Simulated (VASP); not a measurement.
# BaCoO3 in VASP: single point with PBEsol

Aim: the single point of BaCoO3 with PBEsol.

All numbers are computed with VASP 6.6.1; they aren't measurements. Logs are shortened: lines on timing, memory, paths and dates and some standing lists are left out, and cuts for length are marked.

## 1. The cell of the first run

The cell holds a disordered packing, 10 atoms: a = 4.711 Å, b = 5.880 Å, c = 4.950 Å, α = 83.28°, β = 77.60°, γ = 86.61°.

## 2. Single point, PBEsol, collinear spin

Input file INCAR:

```
ALGO = Normal
EDIFF = 1E-6
ENCUT = 520
GGA = PS
ISIF = 2
ISMEAR = 0
ISPIN = 2
LASPH = True
LCHARG = False
LMAXMIX = 4
LORBIT = 11
LREAL = False
LWAVE = False
MAGMOM = 0.08 -0.03 -0.12 0.05 -0.11 0.1 1.58 1.87 0 0
NBANDS = 52
NELM = 150
PREC = Accurate
SIGMA = 0.0759
```

Input file KPOINTS:

```
Automatic mesh
0
Gamma
  4 3 4
  0 0.5 0
```

Input file POSCAR:

```
BaCoO3
1.0
    4.6956990000      0.2638500000      0.2744310000
    0.0171940000      5.8799850000      0.0273920000
    0.7514390000      0.5541140000      4.8608190000
O Co Ba
6 2 2
Direct
    0.2773970000      0.7058760000      0.5036220000
    0.9273030000      0.5589240000      0.7287410000
    0.8450830000      0.7304000000      0.2727950000
    0.9976290000      0.9805520000      0.1681530000
    0.0748570000      0.5287610000      0.4021020000
    0.2205520000      0.8584610000      0.7916920000
    0.6977280000      0.4119900000      0.3649100000
    0.3995270000      0.9919780000      0.2484960000
    0.3747570000      0.4501100000      0.9305140000
    0.7395890000      0.9718940000      0.6815240000
```

Potentials or basis: VASP PAW PBE potentials, release 64 (O, Co, Ba_sv).

On the command line:

```bash
> cat potpaw_PBE.64/O/POTCAR potpaw_PBE.64/Co/POTCAR potpaw_PBE.64/Ba_sv/POTCAR > POTCAR
> mpirun -np 1 vasp_std > vasp.out
```

OUTCAR:

```text
EDIFF = 1E-6
   ENCUT = 520
   GGA = PS
   ISIF = 2
   ISMEAR = 0
   ISPIN = 2
   LASPH = True
   LORBIT = 11
   LREAL = False
   NELM = 150
   PREC = Accurate

 ion  position               nearest neighbor table
   1  0.277  0.706  0.504-   5 1.64   6 1.74   2 1.97   8 2.02   9 2.56  10 2.92  10 3.08   9 3.30

   2  0.927  0.559  0.729-   5 1.64   1 1.97  10 2.54   9 2.54   7 2.54   9 2.67
   3  0.845  0.730  0.273-   4 1.65   5 1.72   7 2.00   8 2.54  10 2.55   9 3.19  10 3.22
   4  0.998  0.981  0.168-   3 1.65   8 2.02  10 2.57  10 2.93   9 3.33
   5  0.075  0.529  0.402-   1 1.64   2 1.64   3 1.72   7 1.99   9 2.53   9 3.21  10 3.26
   6  0.221  0.858  0.792-   1 1.74  10 2.48  10 2.50   9 2.53
   7  0.698  0.412  0.365-   5 1.99   3 2.00   2 2.54   9 2.87  10 2.88   9 2.91   8 3.08   9 3.45
                            10 3.84
   8  0.400  0.992  0.248-   1 2.02   4 2.02   3 2.54  10 2.93  10 2.93   9 2.97   7 3.08  10 3.38
                             9 3.73
   9  0.375  0.450  0.931-   6 2.53   5 2.53   2 2.54   1 2.56   2 2.67   7 2.87   7 2.91   8 2.97
                             3 3.19   5 3.21   1 3.30   4 3.33  10 3.42   7 3.45  10 3.57   8 3.73
  10  0.740  0.972  0.682-   6 2.48   6 2.50   2 2.54   3 2.55   4 2.57   7 2.88   1 2.92   8 2.93
                             4 2.93   8 2.93   1 3.08   3 3.22   5 3.26   8 3.38   9 3.42   9 3.57

  LATTYP: Found a triclinic cell.
 ALAT       =     4.9496731454
 B/A-ratio  =     1.2235361345
 C/A-ratio  =     1.8205291933
 COS(alpha) =     0.0098986332
 COS(beta)  =     0.5852636030
 COS(gamma) =     0.6502115941

  Lattice vectors:

 A1 = (   0.7514390000,   0.5541140000,   4.8608190000)
 A2 = (  -3.9442600000,   0.2902640000,   4.5863880000)
 A3 = (   5.4299440000,  -5.0620210000,   5.1078580000)

Analysis of symmetry for initial positions (statically):
=====================================================================
 Subroutine PRICEL returns:
 Original cell was already a primitive cell.

 Routine SETGRP: Setting up the symmetry group for a
 triclinic supercell.

 Subroutine GETGRP returns: Found  1 space group operations
 (whereof  1 operations were pure point group operations)
 out of a pool of  2 trial point group operations.

The static configuration has the point symmetry C_1 .

Analysis of symmetry for dynamics (positions and initial velocities):
=====================================================================
 Subroutine PRICEL returns:
 Original cell was already a primitive cell.

 Routine SETGRP: Setting up the symmetry group for a
 triclinic supercell.

 Subroutine GETGRP returns: Found  1 space group operations
 (whereof  1 operations were pure point group operations)
 out of a pool of  2 trial point group operations.

The dynamic configuration has the point symmetry C_1 .

Analysis of structural, dynamic, and magnetic symmetry:
=====================================================================
 Subroutine PRICEL returns:
 Original cell was already a primitive cell.

 Routine SETGRP: Setting up the symmetry group for a
 triclinic supercell.

 Subroutine GETGRP returns: Found  1 space group operations
 (whereof  1 operations were pure point group operations)
 out of a pool of  2 trial point group operations.

The overall configuration has the point symmetry C_1 .

 Subroutine INISYM returns: Found  1 space group operations
 (whereof  1 operations are pure point group operations),
 and found     1 'primitive' translations

----------------------------------------------------------------------------------------

                                     Primitive cell

  volume of cell :     132.9125

  direct lattice vectors                    reciprocal lattice vectors
     4.695699000  0.263850000  0.274431000     0.214926121 -0.000473947 -0.033171622
     0.017194000  5.879985000  0.027392000    -0.008505304  0.170177580 -0.018084722
     0.751439000  0.554114000  4.860819000    -0.012086320 -0.000932238  0.207701356

  length of vectors
     4.711105846  5.880073941  4.949673145     0.217471420  0.171347034  0.208054804

  position of ions in fractional coordinates (direct lattice)
     0.277397000  0.705876000  0.503622000
     0.927303000  0.558924000  0.728741000
     0.845083000  0.730400000  0.272795000
     0.997629000  0.980552000  0.168153000
     0.074857000  0.528761000  0.402102000
     0.220552000  0.858461000  0.791692000
     0.697728000  0.411990000  0.364910000
     0.399527000  0.991978000  0.248496000
     0.374757000  0.450110000  0.930514000
[... 84 lines left out ...]
   ENCUT  =  520.0 eV  38.22 Ry    6.18 a.u.   8.76 10.93  9.20*2*pi/ulx,y,z
   NELM   =    150;   NELMIN=  2; NELMDL= -5     # of ELM steps
   EDIFF  = 0.1E-05   stopping-criterion for ELM
   LREAL  =      F    real-space projection
   EDIFFG = 0.1E-04   stopping-criterion for IOM
   NSW    =      0    number of steps for IOM
   IBRION =     -1    ionic relax: 0-MD 1-quasi-New 2-CG
   NFREE  =      0    steps in history (QN), initial steepest desc. (CG)
   ISIF   =      2    stress and relaxation
   ISYM   =      2    0-nonsym 1-usesym 2-fastsym
   POTIM  = 0.5000    time-step for ionic-motion
   TEBEG  =    0.0;   TEEND  =   0.0 temperature during run
   PSTRESS=    0.0 pullay stress
   NELECT =      74.0000    total number of electrons
   NUPDOWN=      -1.0000    fix difference up-down
   EMIN   =  10.00;   EMAX   =-10.00  energy-range for DOS
   EFERMI =   0.00;   METHOD = LEGACY
   ISMEAR =     0;   SIGMA  =   0.08  broadening in eV -4-tet -1-fermi 0-gaus
   EFERMI_NEDOS =   21; number of points for ismear=-14 and -15
   IALGO  =     38    algorithm
   IMIX   =      4    mixing-type and parameters
     AMIX     =   0.40;   BMIX     =  1.00
     AMIX_MAG =   1.60;   BMIX_MAG =  1.00
  volume/ion in A,a.u.               =      13.29        89.69
  Fermi-wavevector in a.u.,A,eV,Ry     =   1.346780  2.545046 24.678488  1.813818
  Thomas-Fermi vector in A             =   2.474585
   LORBIT       =     11    0 simple, 1 ext, 2 COOP (PROOUT), +10 PAW based schemes
   GGA     = PS    functional components
   LHFCALC =     F    Hartree Fock is set to
   AEXX    =    0.0000 exact exchange contribution
   IVDW    =     0    specifies the selected vdW correction
   LEPSILON=     F    determine dielectric tensor
   LRPA    =     F    only Hartree local field effects (RPA)
 spin polarized calculation
 Gauss-broadening in eV      SIGMA  =   0.08
  energy-cutoff  :      520.00
  volume of cell :      132.91
 maximum number of plane-waves:      3596
   NGX = 17   NGY = 21   NGZ = 19

 number of electron      74.0000009 magnetization       3.3014449

 Free energy of the ion-electron system (eV)
  ---------------------------------------------------
  ext. energy  EPLUGINS =         0.00000000
  ---------------------------------------------------
  free energy    TOTEN  =       -48.56498080 eV

  energy without entropy =      -48.54080262  energy(sigma->0) =      -48.55289171

 E-fermi :   4.7297     XC(G=0): -11.1639

 val. band max:        4.7295794555   @ k =  -0.0000   0.1667  -0.0000
 cond. band min:       4.7298686860   @ k =   0.0000  -0.1667   0.2500
 fundamental gap:      0.0002892304
 Fermi energy:         4.7296816912

 spin component 1

 k-point     1 :      -0.0000    0.1667   -0.0000
  band No.  band energies     occupation
      1     -22.3578      1.00000
      2     -21.7475      1.00000
      3     -18.4692      1.00000
      4     -15.6824      1.00000
      5     -14.9015      1.00000
      6     -12.9466      1.00000
[... 1237 lines left out ...]
     48       9.5892      0.00000
     49       9.8785      0.00000

 [... further k-points ...]

 spin component 2

 k-point     1 :      -0.0000    0.1667   -0.0000
  band No.  band energies     occupation
      1     -22.3649      1.00000
      2     -21.7518      1.00000
      3     -18.5752      1.00000
      4     -15.7474      1.00000
      5     -14.8215      1.00000
      6     -12.9898      1.00000
[... 1237 lines left out ...]
     48       9.7010      0.00000
     49      10.0350      0.00000

 [... further k-points ...]

 [bands above 49 left out]

------------------------ aborting loop because EDIFF is reached ----------------------------------------

  FORCE on cell =-STRESS in cart. coord.  units (eV):
  Direction    XX          YY          ZZ          XY          YZ          ZX
  --------------------------------------------------------------------------------------
  -------------------------------------------------------------------------------------
  Total       11.3717772     12.4334407     15.8233284      1.6468296     -2.4879241     -0.1733915
  in kB      137.0797027    149.8773953    190.7403833     19.8515062    -29.9903775     -2.0901271
  external PRESSURE =     159.2324938 kB  Pullay stress =       0.0000000 kB

 VOLUME and BASIS-vectors are now :
 -----------------------------------------------------------------------------
  energy-cutoff  :      520.00
  volume of cell :      132.91
      direct lattice vectors                 reciprocal lattice vectors
     4.695699000  0.263850000  0.274431000     0.214926121 -0.000473947 -0.033171622
     0.017194000  5.879985000  0.027392000    -0.008505304  0.170177580 -0.018084722
     0.751439000  0.554114000  4.860819000    -0.012086320 -0.000932238  0.207701356

 POSITION                                       TOTAL-FORCE (eV/Angst)
 -----------------------------------------------------------------------------------
      1.69315      4.50280      2.54348         5.238369      5.027701     -0.689017
      4.91155      3.93494      3.81207        -2.520259     -3.405404      0.671110
      4.18580      4.66888      1.57793        -3.398055      0.498763     -1.955688
      4.82778      6.12203      1.11800         1.206361      2.835329      0.097677
      0.66275      3.35167      1.98957        -1.701622     -5.299819      1.108210
      1.64531      5.54462      3.93231         1.519114      0.618180     -0.285079
      3.55761      2.80879      1.97652         0.455152      0.613449     -0.487849
      2.07984      6.07593      1.34471        -1.433729     -1.355214      0.725259
      2.46671      3.26113      4.63823        -0.942518      0.001478     -0.015559
      4.00172      6.28750      3.54235         1.577186      0.465537      0.830936
 -----------------------------------------------------------------------------------
    total drift:                                0.001285     -0.000561     -0.000442

  FREE ENERGIE OF THE ION-ELECTRON SYSTEM (eV)
  ---------------------------------------------------
  free  energy   TOTEN  =       -48.5649807984 eV

  energy  without entropy=      -48.5408026234  energy(sigma->0) =      -48.55289171

 total charge

# of ion       s       p       d       tot
------------------------------------------
    1        1.650   3.179   0.000   4.829
    2        1.612   3.245   0.000   4.857
    3        1.640   3.175   0.000   4.815
    4        1.611   3.194   0.000   4.806
    5        1.634   3.154   0.000   4.788
    6        1.617   3.245   0.000   4.862
    7        0.376   0.231   7.405   8.013
    8        0.351   0.263   7.308   7.922
    9        2.027   5.562   0.551   8.140
   10        2.031   5.573   0.586   8.190
--------------------------------------------------
tot         14.550  30.821  15.850  61.221

 magnetization (x)

# of ion       s       p       d       tot
------------------------------------------
    1        0.006   0.074   0.000   0.080
    2       -0.003  -0.026   0.000  -0.029
    3       -0.006  -0.109   0.000  -0.116
    4       -0.001   0.049   0.000   0.048
    5       -0.005  -0.099   0.000  -0.104
    6        0.001   0.098   0.000   0.099
    7        0.022   0.006   1.528   1.556
    8        0.009   0.015   1.784   1.807
    9       -0.001   0.006  -0.025  -0.019
   10       -0.001   0.004  -0.017  -0.014
--------------------------------------------------
tot          0.020   0.018   3.270   3.308
```

It took 12 min on 1 thread of Intel Xeon 8259CL, shared host; peak memory 0.48 GiB.

What came out:

* Free energy: -48.5650 eV
* Pressure: 15.9 GPa
* Largest force: 7.293 eV/Å
* Net moment: 3.30 μB per cell
* Site moments: O +0.08, -0.03, -0.12, +0.05, -0.10, +0.10; Co +1.56, +1.81; Ba -0.02, -0.01 μB
* Valence electrons inside the program's atomic spheres: O 4.83, 4.86, 4.82, 4.81, 4.79 (each value once); Co 8.01, 7.92; Ba 8.14, 8.19

Forces in eV/Å, atoms in the order of the input:
```
O    5.238  5.028 -0.689
O   -2.520 -3.405  0.671
O   -3.398  0.499 -1.956
O    1.206  2.835  0.098
O   -1.702 -5.300  1.108
O    1.519  0.618 -0.285
Co   0.455  0.613 -0.488
Co  -1.434 -1.355  0.725
Ba  -0.943  0.001 -0.016
Ba   1.577  0.466  0.831
```

Levels at points of the mesh, in eV from the Fermi level:
Spin up:
| k point | band 36 | band 37 | band 38 | band 39 | band 40 | band 41 | band 42 | band 43 |
| --- | --- | --- | --- | --- | --- | --- | --- | --- |
| (0.00, 0.50, 0.00) | -1.23 | -1.17 | -0.71 | -0.21 | 0.08 | 0.40 | 1.89 | 2.12 |
| (0.50, 0.50, 0.00) | -1.09 | -0.82 | -0.77 | 0.05 | 0.63 | 0.79 | 0.94 | 2.12 |
| (0.00, 0.50, 0.50) | -1.17 | -1.10 | -0.94 | 0.10 | 0.15 | 0.72 | 1.76 | 2.16 |
| (0.50, 0.50, 0.50) | -1.22 | -1.10 | -0.91 | -0.03 | 0.52 | 0.95 | 1.15 | 1.95 |
Spin down:
```
           k point  band 32  band 33  band 34  band 35  band 36  band 37  band 38  band 39
(0.00, 0.50, 0.00)    -0.51    -0.39    -0.35    -0.21    -0.09     0.09     0.20     0.31
(0.50, 0.50, 0.00)    -0.43    -0.27    -0.06    -0.03     0.10     0.19     0.39     0.57
(0.00, 0.50, 0.50)    -0.62    -0.45    -0.30    -0.24     0.02     0.08     0.25     0.49
(0.50, 0.50, 0.50)    -0.56    -0.38    -0.35    -0.22     0.07     0.16     0.32     0.50
```

Caveat: the PAW data sets were made with another functional, which shifts forces and pressure a little; spin-orbit coupling is left out, which moves the levels of the heavy elements; semilocal functionals often make such compounds metallic where correlation or magnetic order opens a gap, which also shifts bond lengths.
